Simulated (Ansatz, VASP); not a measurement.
## One calculation of TiH2Cl, two programs

The input INCAR:

```
PREC = Accurate ; ENCUT = 520
EDIFF = 1E-6 ; ISMEAR = 0
SIGMA = 0.1 ; LREAL = F
LASPH = T ; NELM = 150
ALGO = Normal ; ISIF = 2
LWAVE = F ; LCHARG = F
ISPIN = 2 ; MAGMOM = 1 0 0 0
LORBIT = 11 ; LMAXMIX = 4
GGA = PE ; NBANDS = 22
```

The input KPOINTS:

```
regular mesh
0
Gamma
  4 4 4
```

File POSCAR:

```
TiH2Cl
1.0
    4.4200774100      0.0000000000      0.0000000000
    0.0000000000      4.4200774100      0.0000000000
    0.0000000000      0.0000000000      4.4200774100
Ti H Cl
1 2 1
Direct
    0.0000000000      0.0000000000      0.0000000000
    0.5000000000      0.0000000000      0.0000000000
    0.0000000000      0.5000000000      0.0000000000
    0.0000000000      0.0000000000      0.5000000000
```

Input for Ansatz:

```yaml
crystal:
  lattice:
    - [4.42007741, 0.0, 0.0]
    - [0.0, 4.42007741, 0.0]
    - [0.0, 0.0, 4.42007741]
  atoms:
    - { symbol: Ti, position: [0.0, 0.0, 0.0], spin: 1.0 }
    - { symbol: H, position: [0.5, 0.0, 0.0] }
    - { symbol: H, position: [0.0, 0.5, 0.0] }
    - { symbol: Cl, position: [0.0, 0.0, 0.5] }
basis:
  ecutwfc: 420
kpoints:
  mp_grid: { grid: [4, 4, 4] }
hamiltonian:
  xc: pbe
scf:
  occupations: { method: gaussian, width: 0.1 }
  lower_state_search: "off"
output:
  forces: true
  stress: true
  eigenvalues: true
  populations: true
magnetization:
  spin_polarized: true
```

Alike in both runs: task single point; functional PBE; k mesh 4 × 4 × 4; occupations gaussian, width 0.1 eV; collinear spin.

|  | VASP | Ansatz |
| --- | --- | --- |
| version | VASP 6.6.1 | Ansatz 0.2.0 |
| potentials or method | VASP PAW PBE potentials, release 64 (Ti_sv, H, Cl), cutoff 520 eV | scalar-relativistic, plane waves, PAW |
| valence electrons in the cell | 21 | 21 |

```csv
,VASP,Ansatz,Ansatz less VASP
gap on the k mesh at the Fermi level (eV),none,none,-
pressure (GPa),-2.8,-2.8,+0.02
"traceless stress, the component that is largest in VASP (GPa)",14.11,14.06,-0.050
net moment per atom (μB),0.25,0.25,0.000
size of the moment on the site where the two differ most (μB),0.90,0.76,-0.141
```

Site moments also hang on the region over which each program counts them. A gap of «none» marks a metal or a gap that the smearing closes.
